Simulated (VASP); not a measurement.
A run of VASP 6.6.1 is set up as follows.

INCAR

```
SYSTEM = PbS
  PREC = Accurate
  ENCUT = 500
  EDIFF = 1E-6
  ISMEAR = 0
  SIGMA = 0.1
  LREAL = .FALSE.
  LASPH = .TRUE.
  NELM = 120
  ALGO = Normal
  ISIF = 2
  LWAVE = .FALSE.
  LCHARG = .FALSE.
  GGA = PE
  IVDW = 12
  NBANDS = 17
  GGA_COMPAT = .FALSE.
```

Contents of KPOINTS:

```
regular mesh
0
G
  4 4 4
  0 0 0
```

The input POSCAR:

```
PbS
1.0
    3.6536590000      0.0000000000      0.0000000000
    0.0000000000      3.6536590000      0.0000000000
    0.0000000000      0.0000000000      3.6536590000
Pb S
1 1
Direct
    0.0000000000      0.0000000000      0.0000000000
    0.5000000000      0.5000000000      0.5000000000
```

Potentials or basis: VASP PAW PBE potentials, release 64 (Pb_d, S).

Launch:

```bash
$ cat potpaw_PBE.64/Pb_d/POTCAR potpaw_PBE.64/S/POTCAR > POTCAR
$ mpirun -np 1 vasp_std > vasp.out
```

Task: Estimate the pressure.

Result: -3.0 GPa.

Task: What does it give for the band gap on the k mesh?

Result: Zero (band 10 reaches 6.00 eV, above the bottom of band 11 at 5.64 eV).

Task: What does it give for the dispersion energy per atom?

Result: -0.374 eV.

Caveat: the k points lie up to 0.43 Å⁻¹ apart; three body term missing; spin-orbit coupling is left out, which moves the levels of the heavy elements; pairwise dispersion overbinds metals, which lowers pressure and volume.
